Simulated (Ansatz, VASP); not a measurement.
## CuI in VASP and in Ansatz

```xyz
2
Lattice="0.0000 3.0603 3.1858 3.1858 0.0000 3.1858 3.1858 3.0603 0.0000" Properties=species:S:1:pos:R:3 pbc="T T T"
Cu    4.7787    4.5904    4.7787
I     0.0000    0.0000    0.0000
```

Alike in both runs: task single point; functional PBE; k mesh 8 × 8 × 8; occupations gaussian, width 0.05 eV; no spin polarisation.

|  | VASP | Ansatz |
| --- | --- | --- |
| version | VASP 6.6.1 | Ansatz 0.2.0 |
| potentials or method | VASP PAW PBE potentials, release 64 (Cu, I), cutoff 520 eV | scalar-relativistic, plane waves, PAW |
| valence electrons in the cell | 18 | 36 |

Ansatz gave:

- gap on the k mesh at the Fermi level (eV): 0.84
- least direct gap on the mesh (eV): 0.84
- pressure (GPa): -3.0
- traceless stress, the component that is largest in VASP (GPa): 0.47

Q: Estimate VASP's values.

A: gap on the k mesh at the Fermi level (eV): 0.85; least direct gap on the mesh (eV): 0.85; pressure (GPa): -3.0; traceless stress, the component that is largest in VASP (GPa): 0.46.

With one functional, cell and mesh, what is left measures potentials, basis and numerics. VASP's potentials hold 18 valence electrons a cell and Ansatz's 36, so a difference there can come from the potentials and not from the codes.

Neither program's run includes spin-orbit coupling.
